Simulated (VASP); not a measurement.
Set up this calculation in VASP 6.6.1, as the native input.

```yaml
Task: single point
Functional: PBE
Potentials_or_basis: VASP PAW PBE potentials, release 64 (Cd, Ag, S)
Cutoff: 520 eV
k_mesh: 4 × 4 × 4
Occupations: gaussian, width 0.1 eV
Spin: no spin polarisation
Dipole_correction: no
Further_INCAR_settings: ALGO = Normal; EDIFF = 1e-06; NBANDS = 46
```

The structure of Cd3AgS4 lies in POSCAR:

```
Cd3AgS4
1.0
    5.4525114077      0.0000000000      0.0000000000
    0.0000000000      5.4525114077      0.0000000000
    0.0000000000      0.0000000000      5.4525114077
Cd Ag S
3 1 4
Direct
    0.5000000000      0.5000000000      0.0000000000
    0.5000000000      0.0000000000      0.5000000000
    0.0000000000      0.5000000000      0.5000000000
    0.0000000000      0.0000000000      0.0000000000
    0.5000000000      0.5000000000      0.5000000000
    0.0000000000      0.0000000000      0.5000000000
    0.0000000000      0.5000000000      0.0000000000
    0.5000000000      0.0000000000      0.0000000000
```

These files were run (other wordings do the same):

INCAR

```
SYSTEM = Cd3AgS4
PREC = Accurate
ENCUT = 520
EDIFF = 1E-6
ISMEAR = 0
SIGMA = 0.1
LREAL = .FALSE.
LASPH = .TRUE.
NELM = 80
ALGO = Normal
ISIF = 2
LWAVE = .FALSE.
LCHARG = .FALSE.
GGA = PE
NBANDS = 46
```

KPOINTS

```
regular mesh
0
G
  4 4 4
  0 0 0
```

Potentials or basis: VASP PAW PBE potentials, release 64 (Cd, Ag, S).

Command:

```bash
$ cat potpaw_PBE.64/Cd/POTCAR potpaw_PBE.64/Ag/POTCAR potpaw_PBE.64/S/POTCAR > POTCAR
$ mpirun -np 1 vasp_std > vasp.out
```

Results of the run:

```yaml
Pressure: 0.1 GPa
```

Run time: 43 s on 1 thread of Intel(R) Xeon(R) 6975P-C (Granite Rapids), on a shared host, peak memory 0.29 GiB.
